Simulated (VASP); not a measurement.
Runs of VASP 6.6.1 on Ge. The structure is that of space group Fd-3m (No. 227), or close to it. The cells are those of the table. 

```tsv
task	cell	gap on the mesh (eV)	pressure (GPa)
single point	a = 3.663 Å, angles 60.0°, 2 atoms	0.23	(a)
relaxation of cell and atoms	relaxed to 20 GPa from a = 4.001 Å, angles 60.0°, 2 atoms	0.44	20.2
single point	a = 3.725 Å, angles 60.0°, 2 atoms	0.33	29.6
single point	a = 3.802 Å, angles 60.0°, 2 atoms	0.44	19.8
relaxation of cell and atoms	relaxed to 30 GPa from a = 4.001 Å, angles 60.0°, 2 atoms	0.33	30.0
relaxation of cell and atoms	relaxed to 10 GPa from a = 4.001 Å, angles 60.0°, 2 atoms	0.41	9.9
relaxation of cell and atoms	relaxed to 40 GPa from a = 4.001 Å, angles 60.0°, 2 atoms	0.23	40.1
single point	a = 3.906 Å, angles 60.0°, 2 atoms	0.41	9.9
```

Alike in all rows: level PBE; potentials or basis VASP PAW PBE potentials, release 64 (Ge_d); no spin polarisation; k mesh 6 × 6 × 6; cutoff (eV) 500; smearing gaussian 0.01 eV.

Task: Estimate the missing entries.

Result: (a) 39.4.

Caveats: the cell stands under pressure (at least some runs); the cell is relaxed towards a set pressure, so the run minimises the enthalpy, not the energy (at least some runs).

A k mesh can miss the band edges, and the runs leave out spin-orbit coupling on Ge.
